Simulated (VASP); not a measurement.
# PIr2 (Fm-3m) in VASP: further runs, part 2 of 3

VASP 6.6.1. The steps go on from the part before.

### 3 Electric field gradients, LDA

The input, INCAR:

```
ALGO = Normal
EDIFF = 1E-8
ENCUT = 520
ISIF = 2
ISMEAR = -1
LASPH = True
LCHARG = False
LEFG = True
LREAL = False
LWAVE = False
NBANDS = 18
NELM = 80
PREC = Accurate
SIGMA = 0.05
```

The input, KPOINTS:

```
k-points
0
Gamma
  11 11 11
```

The input, POSCAR:

```
PIr2
1.0
    0.0000000000      2.7675000000      2.7675000000
    2.7675000000      0.0000000000      2.7675000000
    2.7675000000      2.7675000000      0.0000000000
P Ir
1 2
Direct
    0.0000000000      0.0000000000      0.0000000000
    0.2500000000      0.2500000000      0.2500000000
    0.7500000000      0.7500000000      0.7500000000
```

Potentials or basis: VASP PAW LDA potentials, release 64 (P, Ir).

Launch:

```console
> cat potpaw_LDA.64/P/POTCAR potpaw_LDA.64/Ir/POTCAR > POTCAR
> mpirun -np 1 vasp_std > vasp.out
```

OUTCAR:

```text
EDIFF = 1E-8
   ENCUT = 520
   ISIF = 2
   ISMEAR = -1
   LASPH = True
   LREAL = False
   NELM = 80
   PREC = Accurate

 ion  position               nearest neighbor table
   1  0.000  0.000  0.000-   3 2.40   3 2.40   3 2.40   2 2.40   3 2.40   2 2.40   2 2.40   2 2.40

   2  0.250  0.250  0.250-   1 2.40   1 2.40   1 2.40   1 2.40   3 2.77   3 2.77   3 2.77   3 2.77
                             3 2.77   3 2.77
   3  0.750  0.750  0.750-   1 2.40   1 2.40   1 2.40   1 2.40   2 2.77   2 2.77   2 2.77   2 2.77
                             2 2.77   2 2.77

  LATTYP: Found a face centered cubic cell.
 ALAT       =     5.5350000000

  Lattice vectors:

 A1 = (   0.0000000000,   2.7675000000,   2.7675000000)
 A2 = (   2.7675000000,   0.0000000000,   2.7675000000)
 A3 = (   2.7675000000,   2.7675000000,   0.0000000000)

Analysis of symmetry for initial positions (statically):
=====================================================================
 Subroutine PRICEL returns:
 Original cell was already a primitive cell.

 Routine SETGRP: Setting up the symmetry group for a
 face centered cubic supercell.

 Subroutine GETGRP returns: Found 48 space group operations
 (whereof 48 operations were pure point group operations)
 out of a pool of 48 trial point group operations.

The static configuration has the point symmetry O_h .

Analysis of symmetry for dynamics (positions and initial velocities):
=====================================================================
 Subroutine PRICEL returns:
 Original cell was already a primitive cell.

 Routine SETGRP: Setting up the symmetry group for a
 face centered cubic supercell.

 Subroutine GETGRP returns: Found 48 space group operations
 (whereof 48 operations were pure point group operations)
 out of a pool of 48 trial point group operations.

The dynamic configuration has the point symmetry O_h .

 Subroutine INISYM returns: Found 48 space group operations
 (whereof 48 operations are pure point group operations),
 and found     1 'primitive' translations

----------------------------------------------------------------------------------------

                                     Primitive cell

  volume of cell :      42.3929

  direct lattice vectors                    reciprocal lattice vectors
     0.000000000  2.767500000  2.767500000    -0.180668473  0.180668473  0.180668473
     2.767500000  0.000000000  2.767500000     0.180668473 -0.180668473  0.180668473
     2.767500000  2.767500000  0.000000000     0.180668473  0.180668473 -0.180668473

  length of vectors
     3.913836034  3.913836034  3.913836034     0.312926975  0.312926975  0.312926975

  position of ions in fractional coordinates (direct lattice)
     0.000000000  0.000000000  0.000000000
     0.250000000  0.250000000  0.250000000
     0.750000000  0.750000000  0.750000000

  ion indices of the primitive-cell ions
   primitive index   ion index
                 1           1
                 2           2
[... 77 lines left out ...]
   IBRION =     -1    ionic relax: 0-MD 1-quasi-New 2-CG
   NFREE  =      0    steps in history (QN), initial steepest desc. (CG)
   ISIF   =      2    stress and relaxation
   ISYM   =      2    0-nonsym 1-usesym 2-fastsym
   POTIM  = 0.5000    time-step for ionic-motion
   TEBEG  =    0.0;   TEEND  =   0.0 temperature during run
   PSTRESS=    0.0 pullay stress
   NELECT =      23.0000    total number of electrons
   NUPDOWN=      -1.0000    fix difference up-down
   EMIN   =  10.00;   EMAX   =-10.00  energy-range for DOS
   EFERMI =   0.00;   METHOD = LEGACY
   ISMEAR =    -1;   SIGMA  =   0.05  broadening in eV -4-tet -1-fermi 0-gaus
   EFERMI_NEDOS =   21; number of points for ismear=-14 and -15
   IALGO  =     38    algorithm
   IMIX   =      4    mixing-type and parameters
     AMIX     =   0.40;   BMIX     =  1.00
     AMIX_MAG =   1.60;   BMIX_MAG =  1.00
  volume/ion in A,a.u.               =      14.13        95.36
  Fermi-wavevector in a.u.,A,eV,Ry     =   1.335221  2.523202 24.256672  1.782815
  Thomas-Fermi vector in A             =   2.463942
   LORBIT       =      0    0 simple, 1 ext, 2 COOP (PROOUT), +10 PAW based schemes
   GGA     = CA    functional components
   LHFCALC =     F    Hartree Fock is set to
   AEXX    =    0.0000 exact exchange contribution
   IVDW    =     0    specifies the selected vdW correction
   LEPSILON=     F    determine dielectric tensor
   LRPA    =     F    only Hartree local field effects (RPA)
 non-spin polarized calculation
  energy-cutoff  :      520.00
  volume of cell :       42.39
 maximum number of plane-waves:      1159
 NGX is ok and might be reduce to    30
   NGX = 15   NGY = 15   NGZ = 15

 number of electron      23.0000001 magnetization

 Free energy of the ion-electron system (eV)
  ---------------------------------------------------
  ext. energy  EPLUGINS =         0.00000000
  ---------------------------------------------------
  free energy    TOTEN  =       -28.03687341 eV

  energy without entropy =      -28.03118374  energy(sigma->0) =      -28.03402858

 E-fermi :   9.9294     XC(G=0): -13.1289

 val. band max:        9.8983534889   @ k =   0.2727   0.0000   0.0000
 cond. band min:       9.9386661594   @ k =   0.3636   0.2727   0.0909
 fundamental gap:      0.0403126705
 Fermi energy:         9.9294004267

 k-point     1 :       0.0000    0.0000    0.0000
  band No.  band energies     occupation
      1      -4.5925      2.00000
      2       2.2719      2.00000
      3       2.2719      2.00000
      4       2.2719      2.00000
      5       3.8885      2.00000
      6       3.8885      2.00000
[... 481 lines left out ...]
      5       4.5586      2.00000
      6       5.0476      2.00000
[... 10 lines left out ...]
     17      16.8556      0.00000
     18      19.0303      0.00000

 [... further k-points ...]
[... 5 lines left out ...]
  --------------------------------------------------------------------------------------
  -------------------------------------------------------------------------------------
  Total       -0.7798192     -0.7798192     -0.7798192     -0.0000000     -0.0000000      0.0000000
  in kB      -29.4721376    -29.4721376    -29.4721376     -0.0000000     -0.0000000      0.0000000
  external PRESSURE =     -29.4721376 kB  Pullay stress =       0.0000000 kB

 VOLUME and BASIS-vectors are now :
 -----------------------------------------------------------------------------
  energy-cutoff  :      520.00
  volume of cell :       42.39
      direct lattice vectors                 reciprocal lattice vectors
     0.000000000  2.767500000  2.767500000    -0.180668473  0.180668473  0.180668473
     2.767500000  0.000000000  2.767500000     0.180668473 -0.180668473  0.180668473
     2.767500000  2.767500000  0.000000000     0.180668473  0.180668473 -0.180668473

 POSITION                                       TOTAL-FORCE (eV/Angst)
 -----------------------------------------------------------------------------------
      0.00000      0.00000      0.00000         0.000000      0.000000      0.000000
      1.38375      1.38375      1.38375        -0.000000     -0.000000     -0.000000
      4.15125      4.15125      4.15125         0.000000      0.000000     -0.000000
 -----------------------------------------------------------------------------------
    total drift:                               -0.000000      0.000000      0.000000

  FREE ENERGIE OF THE ION-ELECTRON SYSTEM (eV)
  ---------------------------------------------------
  free  energy   TOTEN  =       -28.0368734115 eV

  energy  without entropy=      -28.0311837410  energy(sigma->0) =      -28.03402858

 Electric field gradients (V/A^2)
---------------------------------------------------------------------
 ion       V_xx      V_yy      V_zz      V_xy      V_xz      V_yz
---------------------------------------------------------------------
   1      -0.000     0.000     0.000    -0.000    -0.000    -0.000
   2      -0.000    -0.000     0.000    -0.000    -0.000    -0.000
   3       0.000    -0.000     0.000    -0.000    -0.000    -0.000
---------------------------------------------------------------------

 Electric field gradients after diagonalization (V/A^2)
 (convention: |V_zz| > |V_xx| > |V_yy|)
----------------------------------------------------------------------
 ion       V_xx      V_yy      V_zz     asymmetry (V_yy - V_xx)/ V_zz
----------------------------------------------------------------------
   1       0.000     0.000    -0.001       0.000
   2       0.000     0.000    -0.001       0.000
   3       0.000     0.000    -0.001       0.000
----------------------------------------------------------------------

           NMR quadrupolar parameters

 Cq : quadrupolar parameter    Cq=e*Q*V_zz/h
 eta: asymmetry parameters     (V_yy - V_xx)/ V_zz
 Q  : nuclear electric quadrupole moment in mb (millibarn)
----------------------------------------------------------------------
 ion       Cq(MHz)       eta       Q (mb)
----------------------------------------------------------------------
   1      -0.000       0.000       1.000
   2      -0.000       0.000       1.000
   3      -0.000       0.000       1.000
----------------------------------------------------------------------
```

OSZICAR:

```text
N       E                     dE             d eps       ncg     rms          rms(c)
DAV:   1     0.189721391784E+03    0.18972E+03   -0.10196E+04  2016   0.119E+03
DAV:   2    -0.188417024779E+02   -0.20856E+03   -0.19696E+03  2020   0.343E+02
DAV:   3    -0.289627649039E+02   -0.10121E+02   -0.99205E+01  2662   0.804E+01
DAV:   4    -0.291595980659E+02   -0.19683E+00   -0.19602E+00  2492   0.111E+01
DAV:   5    -0.291640080567E+02   -0.44100E-02   -0.44087E-02  2526   0.160E+00    0.250E+01
DAV:   6    -0.281641321557E+02    0.99988E+00   -0.25422E+00  2736   0.186E+01    0.952E+00
DAV:   7    -0.280667420966E+02    0.97390E-01   -0.10186E-01  2250   0.265E+00    0.485E+00
DAV:   8    -0.280376398214E+02    0.29102E-01   -0.37449E-02  2210   0.103E+00    0.711E-01
DAV:   9    -0.280369951453E+02    0.64468E-03   -0.28972E-03  2242   0.432E-01    0.413E-01
DAV:  10    -0.280368909359E+02    0.10421E-03   -0.54640E-04  2518   0.244E-01    0.658E-02
DAV:  11    -0.280368760780E+02    0.14858E-04   -0.44404E-05  2540   0.697E-02    0.313E-02
DAV:  12    -0.280368734778E+02    0.26002E-05   -0.44437E-06  2500   0.130E-02    0.510E-03
DAV:  13    -0.280368734100E+02    0.67733E-07   -0.60553E-07  2648   0.569E-03    0.169E-03
DAV:  14    -0.280368734115E+02   -0.14845E-08   -0.13437E-08  1716   0.926E-04
   1 F= -.28036873E+02 E0= -.28034029E+02  d E =-.568967E-02
```

Run time: 54 s. Hardware: 1 thread of Intel Xeon Platinum 8259CL at 2.50GHz (Skylake/Cascade Lake), shared host; peak memory 0.18 GiB.

Results:

| Item | Value |
| --- | --- |
| Free energy | -28.0369 eV |
| Pressure | -2.9 GPa |

Caveat: without QUAD_EFG the Cq values of the log hold for a quadrupole moment of 1 mb, not for the nuclei; spin-orbit coupling is left out, which moves the levels of the heavy elements.

[end of part 2 of 3]
